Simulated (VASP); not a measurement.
# Al (Fd-3m) in VASP: further runs

Al is run at these levels: LDA; tasks: single point, relaxation of cell and atoms.

All numbers are computed with VASP 6.6.1; they aren't measurements. Logs are shortened: lines on timing, memory, paths and dates and some standing lists are left out, and cuts for length are marked.

## Step 1: The cell of the first run

It takes space group Fd-3m (No. 227, cubic). The conventional cell has a = 6.104 Å, b = 6.104 Å, c = 6.104 Å, α = 90.00°, β = 90.00°, γ = 90.00°. Al (site symmetry -43m) has 4 Al at 2.64 Å within 3.5 Å.

## Step 2: Single point, LDA (volume scaled by 1.08)

The input, INCAR:

```
SYSTEM = Al
  PREC = Accurate
  ENCUT = 520
  EDIFF = 1E-6
  ISMEAR = -1
  SIGMA = 0.1
  LREAL = .False.
  LASPH = .True.
  NELM = 80
  ALGO = Normal
  ISIF = 2
  LWAVE = .False.
  LCHARG = .False.
  NBANDS = 10
```

The input, KPOINTS:

```
Automatic mesh
0
Gamma
  10 10 10
  0 0 0
```

The input, POSCAR:

```
Al
1.0
    0.0000000000      3.0517700481      3.0517700481
    3.0517700481      0.0000000000      3.0517700481
    3.0517700481      3.0517700481      0.0000000000
Al
2
Direct
    0.1250000000      0.1250000000      0.1250000000
    0.8750000000      0.8750000000      0.8750000000
```

Potentials or basis: VASP PAW LDA potentials, release 64 (Al).

The run is started by

```
> cat potpaw_LDA.64/Al/POTCAR > POTCAR
> mpirun -np 1 vasp_std > vasp.out
```

OUTCAR:

```text
SYSTEM = Al
   PREC = Accurate
   ENCUT = 520
   EDIFF = 1E-6
   ISMEAR = -1
   LREAL = .False.
   LASPH = .True.
   NELM = 80
   ISIF = 2

 ion  position               nearest neighbor table
   1  0.125  0.125  0.125-   2 2.64   2 2.64   2 2.64   2 2.64
   2  0.875  0.875  0.875-   1 2.64   1 2.64   1 2.64   1 2.64

  LATTYP: Found a face centered cubic cell.
 ALAT       =     6.1035400962

  Lattice vectors:

 A1 = (   0.0000000000,   3.0517700481,   3.0517700481)
 A2 = (   3.0517700481,   0.0000000000,   3.0517700481)
 A3 = (   3.0517700481,   3.0517700481,   0.0000000000)

Analysis of symmetry for initial positions (statically):
=====================================================================
 Subroutine PRICEL returns:
 Original cell was already a primitive cell.

 Routine SETGRP: Setting up the symmetry group for a
 face centered cubic supercell.

 Subroutine GETGRP returns: Found 48 space group operations
 (whereof 12 operations were pure point group operations)
 out of a pool of 48 trial point group operations.

The static configuration has the point symmetry D_3d.
 The point group associated with its full space group is O_h .

Analysis of symmetry for dynamics (positions and initial velocities):
=====================================================================
 Subroutine PRICEL returns:
 Original cell was already a primitive cell.

 Routine SETGRP: Setting up the symmetry group for a
 face centered cubic supercell.

 Subroutine GETGRP returns: Found 48 space group operations
 (whereof 12 operations were pure point group operations)
 out of a pool of 48 trial point group operations.

The dynamic configuration has the point symmetry D_3d.
 The point group associated with its full space group is O_h .

 Subroutine INISYM returns: Found 48 space group operations
 (whereof 12 operations are pure point group operations),
 and found     1 'primitive' translations

----------------------------------------------------------------------------------------

                                     Primitive cell

  volume of cell :      56.8441

  direct lattice vectors                    reciprocal lattice vectors
     0.000000000  3.051770048  3.051770048    -0.163839343  0.163839343  0.163839343
     3.051770048  0.000000000  3.051770048     0.163839343 -0.163839343  0.163839343
     3.051770048  3.051770048  0.000000000     0.163839343  0.163839343 -0.163839343

  length of vectors
     4.315854591  4.315854591  4.315854591     0.283778067  0.283778067  0.283778067

  position of ions in fractional coordinates (direct lattice)
     0.125000000  0.125000000  0.125000000
     0.875000000  0.875000000  0.875000000

  ion indices of the primitive-cell ions
   primitive index   ion index
                 1           1
                 2           2

----------------------------------------------------------------------------------------

 KPOINTS: Automatic mesh

Automatic generation of k-mesh.
 Grid dimensions read from file:
 generate k-points for:   10   10   10

 Generating k-lattice:

  Cartesian coordinates                     Fractional coordinates (reciprocal lattice)
    -0.016383934  0.016383934  0.016383934     0.100000000  0.000000000  0.000000000
     0.016383934 -0.016383934  0.016383934     0.000000000  0.100000000  0.000000000
     0.016383934  0.016383934 -0.016383934     0.000000000  0.000000000  0.100000000

  Length of vectors
     0.028377807  0.028377807  0.028377807

  Shift w.r.t. Gamma in fractional coordinates (k-lattice)
     0.000000000  0.000000000  0.000000000

 Subroutine IBZKPT returns following result:
 ===========================================

 Found     47 irreducible k-points:

 Following reciprocal coordinates:
            Coordinates               Weight
  0.000000  0.000000  0.000000      1.000000
  0.100000  0.000000  0.000000      8.000000
  0.200000  0.000000  0.000000      8.000000
  0.300000  0.000000  0.000000      8.000000
  0.400000  0.000000  0.000000      8.000000
  0.500000  0.000000  0.000000      4.000000
[... 16 lines left out ...]
  0.300000  0.300000  0.000000      6.000000
  0.400000  0.300000  0.000000     24.000000
 [... further k-points ...]
   k-points           NKPTS =     47   k-points in BZ     NKDIM =     47   number of bands    NBANDS=     10
   number of dos      NEDOS =    301   number of ions     NIONS =      2
   total plane-waves  NPLWV =  32768
   dimension x,y,z NGX =    32 NGY =   32 NGZ =   32
   dimension x,y,z NGXF=    64 NGYF=   64 NGZF=   64
   ions per type =               2
   NGX,Y,Z   is equivalent  to a cutoff of  12.33, 12.33, 12.33 a.u.
   NGXF,Y,Z  is equivalent  to a cutoff of  24.65, 24.65, 24.65 a.u.
 SYSTEM =  Al
   PREC   = accura    normal or accurate (medium, high low for compatibility)
   ISTART =      0    job   : 0-new  1-cont  2-samecut
   ICHARG =      2    charge: 1-file 2-atom 10-const
   ISPIN  =      1    spin polarized calculation?
   LNONCOLLINEAR =      F non collinear calculations
   LSORBIT =      F    spin-orbit coupling
   LASPH  =      T    aspherical Exc in radial PAW
   ENCUT  =  520.0 eV  38.22 Ry    6.18 a.u.   8.02  8.02  8.02*2*pi/ulx,y,z
   NELM   =     80;   NELMIN=  2; NELMDL= -5     # of ELM steps
   EDIFF  = 0.1E-05   stopping-criterion for ELM
   LREAL  =      F    real-space projection
   EDIFFG = 0.1E-04   stopping-criterion for IOM
   NSW    =      0    number of steps for IOM
   IBRION =     -1    ionic relax: 0-MD 1-quasi-New 2-CG
   NFREE  =      0    steps in history (QN), initial steepest desc. (CG)
   ISIF   =      2    stress and relaxation
   ISYM   =      2    0-nonsym 1-usesym 2-fastsym
   POTIM  = 0.5000    time-step for ionic-motion
   TEBEG  =    0.0;   TEEND  =   0.0 temperature during run
   PSTRESS=    0.0 pullay stress
   NELECT =       6.0000    total number of electrons
   NUPDOWN=      -1.0000    fix difference up-down
   EMIN   =  10.00;   EMAX   =-10.00  energy-range for DOS
   EFERMI =   0.00;   METHOD = LEGACY
   ISMEAR =    -1;   SIGMA  =   0.10  broadening in eV -4-tet -1-fermi 0-gaus
   EFERMI_NEDOS =   21; number of points for ismear=-14 and -15
   IALGO  =     38    algorithm
   IMIX   =      4    mixing-type and parameters
     AMIX     =   0.40;   BMIX     =  1.00
     AMIX_MAG =   1.60;   BMIX_MAG =  1.00
  volume/ion in A,a.u.               =      28.42       191.80
  Fermi-wavevector in a.u.,A,eV,Ry     =   0.773684  1.462050  8.144263  0.598586
  Thomas-Fermi vector in A             =   1.875580
   LORBIT       =      0    0 simple, 1 ext, 2 COOP (PROOUT), +10 PAW based schemes
   GGA     = CA    functional components
   LHFCALC =     F    Hartree Fock is set to
   AEXX    =    0.0000 exact exchange contribution
   IVDW    =     0    specifies the selected vdW correction
   LEPSILON=     F    determine dielectric tensor
   LRPA    =     F    only Hartree local field effects (RPA)
 non-spin polarized calculation
  energy-cutoff  :      520.00
  volume of cell :       56.84
 maximum number of plane-waves:      1544
   NGX = 17   NGY = 17   NGZ = 17

 number of electron       6.0000000 magnetization

 Free energy of the ion-electron system (eV)
  ---------------------------------------------------
  ext. energy  EPLUGINS =         0.00000000
  ---------------------------------------------------
  free energy    TOTEN  =        -6.76253703 eV

  energy without entropy =       -6.71128362  energy(sigma->0) =       -6.73691032

 E-fermi :   2.4398     XC(G=0):  -8.2015

 val. band max:        2.4393346954   @ k =   0.2000   0.1000   0.0000
 cond. band min:       2.5465955068   @ k =  -0.3000   0.3000   0.1000
 fundamental gap:      0.1072608114
 Fermi energy:         2.4397804851

 k-point     1 :       0.0000    0.0000    0.0000
  band No.  band energies     occupation
      1      -5.2973      2.00000
      2       4.4828      0.00000
      3       4.4828      0.00000
      4       4.4828      0.00000
      5       6.3151      0.00000
      6       6.3151      0.00000
      7       6.3151      0.00000
      8       7.1460      0.00000
      9       9.9702      0.00000
     10      10.2784      0.00000

 k-point     2 :       0.1000    0.0000    0.0000
  band No.  band energies     occupation
      1      -5.1902      2.00000
      2       3.5029      0.00005
      3       4.3072      0.00000
      4       4.3072      0.00000
      5       6.3278      0.00000
      6       6.5690      0.00000
      7       6.5690      0.00000
      8       7.8822      0.00000
      9       9.9300      0.00000
     10       9.9300      0.00000

 k-point     3 :       0.2000    0.0000    0.0000
  band No.  band energies     occupation
      1      -4.8735      2.00000
      2       1.9527      1.98478
      3       3.9861      0.00000
      4       3.9861      0.00000
      5       6.0158      0.00000
      6       6.9735      0.00000
      7       6.9735      0.00000
      8       9.2511      0.00000
      9       9.6421      0.00000
     10       9.6421      0.00000

 k-point     4 :       0.3000    0.0000    0.0000
  band No.  band energies     occupation
      1      -4.3666      2.00000
      2       0.4771      2.00000
      3       3.7145      0.00001
      4       3.7145      0.00001
      5       5.7088      0.00000
      6       7.0307      0.00000
      7       7.0307      0.00000
      8      10.1387      0.00000
      9      10.1387      0.00000
     10      10.2014      0.00000
[... 222 lines left out ...]
 k-point    22 :      -0.2000    0.2000    0.0000
  band No.  band energies     occupation
      1      -4.1899      2.00000
      2       0.8069      2.00000
      3       1.8530      1.99436
      4       3.7805      0.00000
      5       6.5046      0.00000
      6       7.4700      0.00000
      7       7.6784      0.00000
      8       8.7616      0.00000
      9       8.8451      0.00000
     10      12.5984      0.00000

 k-point    23 :       0.3000    0.3000    0.0000
  band No.  band energies     occupation
      1      -4.0286      2.00000
      2       0.9017      2.00000
      3       2.5766      0.40595
      4       2.5766      0.40595
      5       4.7186      0.00000
      6       5.8600      0.00000
      7       9.7164      0.00000
      8       9.7164      0.00000
      9      11.6709      0.00000
     10      11.7375      0.00000

 k-point    24 :       0.4000    0.3000    0.0000
  band No.  band energies     occupation
      1      -3.5242      2.00000
      2       0.0751      2.00000
      3       2.0072      1.97390
      4       2.4094      1.15062
      5       4.8616      0.00000
      6       5.7684      0.00000
      7       9.9367      0.00000
      8       9.9823      0.00000
      9      12.5404      0.00000
     10      13.0888      0.00000

 [... further k-points ...]
[... 5 lines left out ...]
  --------------------------------------------------------------------------------------
  -------------------------------------------------------------------------------------
  Total       -0.9507093     -0.9507093     -0.9507093     -0.0000000      0.0000000      0.0000000
  in kB      -26.7961811    -26.7961811    -26.7961811     -0.0000000      0.0000000      0.0000000
  external PRESSURE =     -26.7961811 kB  Pullay stress =       0.0000000 kB

 VOLUME and BASIS-vectors are now :
 -----------------------------------------------------------------------------
  energy-cutoff  :      520.00
  volume of cell :       56.84
      direct lattice vectors                 reciprocal lattice vectors
     0.000000000  3.051770048  3.051770048    -0.163839343  0.163839343  0.163839343
     3.051770048  0.000000000  3.051770048     0.163839343 -0.163839343  0.163839343
     3.051770048  3.051770048  0.000000000     0.163839343  0.163839343 -0.163839343

 POSITION                                       TOTAL-FORCE (eV/Angst)
 -----------------------------------------------------------------------------------
      0.76294      0.76294      0.76294         0.000000      0.000000      0.000000
      5.34060      5.34060      5.34060        -0.000000     -0.000000     -0.000000
 -----------------------------------------------------------------------------------
    total drift:                                0.000000      0.000000     -0.000000

  FREE ENERGIE OF THE ION-ELECTRON SYSTEM (eV)
  ---------------------------------------------------
  free  energy   TOTEN  =        -6.7625370253 eV

  energy  without entropy=       -6.7112836244  energy(sigma->0) =       -6.73691032
```

It took 7.5 s on 1 thread of Intel Xeon 6975P-C (Granite Rapids), shared host; peak memory 0.15 GiB.

What came out:

- Free energy: -6.7625 eV
- Pressure: -2.7 GPa
- Band gap on the k mesh: zero (band 3 reaches 4.48 eV, above the bottom of band 4 at 1.19 eV)

Levels at points of the mesh, in eV from the Fermi level:
| k point | band 1 | band 2 | band 3 | band 4 | band 5 | band 6 |
| --- | --- | --- | --- | --- | --- | --- |
| (0.00, 0.00, 0.00) | -7.74 | 2.04 | 2.04 | 2.04 | 3.88 | 3.88 |
| (0.50, 0.00, 0.00) | -5.79 | -3.78 | 1.05 | 1.05 | 3.00 | 4.35 |
| (0.50, 0.50, 0.00) | -4.33 | -4.33 | -0.38 | -0.38 | 2.07 | 2.07 |

## Step 3: Single point, LDA (volume scaled by 1.12)

The input, INCAR:

```
SYSTEM = Al
PREC = Accurate ; ENCUT = 520
EDIFF = 1E-6 ; ISMEAR = -1
SIGMA = 0.1 ; LREAL = .FALSE.
LASPH = .TRUE. ; NELM = 60
ALGO = Normal ; ISIF = 2
LWAVE = .FALSE. ; LCHARG = .TRUE.
LELF = .TRUE. ; LVHAR = .TRUE.
NBANDS = 10
```

The input, KPOINTS:

```
regular mesh
0
G
  10 10 10
  0 0 0
```

The input, POSCAR:

```
Al
1.0
    0.0000000000      3.0889904243      3.0889904243
    3.0889904243      0.0000000000      3.0889904243
    3.0889904243      3.0889904243      0.0000000000
Al
2
Direct
    0.1250000000      0.1250000000      0.1250000000
    0.8750000000      0.8750000000      0.8750000000
```

Potentials or basis: VASP PAW LDA potentials, release 64 (Al).

The run is started by

```
> cat potpaw_LDA.64/Al/POTCAR > POTCAR
> mpirun -np 1 vasp_std > vasp.out
```

Wall time 8.2 s (1 thread of Intel Xeon 6975P-C (Granite Rapids), shared host); peak memory 0.15 GiB.

The run converged. Its results:

```yaml
Free_energy: -6.7207 eV
Pressure: -3.7 GPa
Band_gap_on_the_k_mesh: zero (band 3 reaches 4.20 eV, above the bottom of band 4 at 1.03 eV)
```

Levels at points of the mesh, in eV from the Fermi level:
| k point | band 1 | band 2 | band 3 | band 4 | band 5 | band 6 | band 7 | band 8 |
| --- | --- | --- | --- | --- | --- | --- | --- | --- |
| (0.00, 0.00, 0.00) | -7.59 | 1.98 | 1.98 | 1.98 | 3.80 | 3.80 | 3.80 | 4.34 |
| (0.50, 0.00, 0.00) | -5.72 | -3.70 | 1.01 | 1.01 | 2.85 | 4.30 | 4.30 | 7.30 |
| (0.50, 0.50, 0.00) | -4.30 | -4.30 | -0.36 | -0.36 | 2.07 | 2.07 | 9.89 | 9.89 |

[end of part 1 of 2]
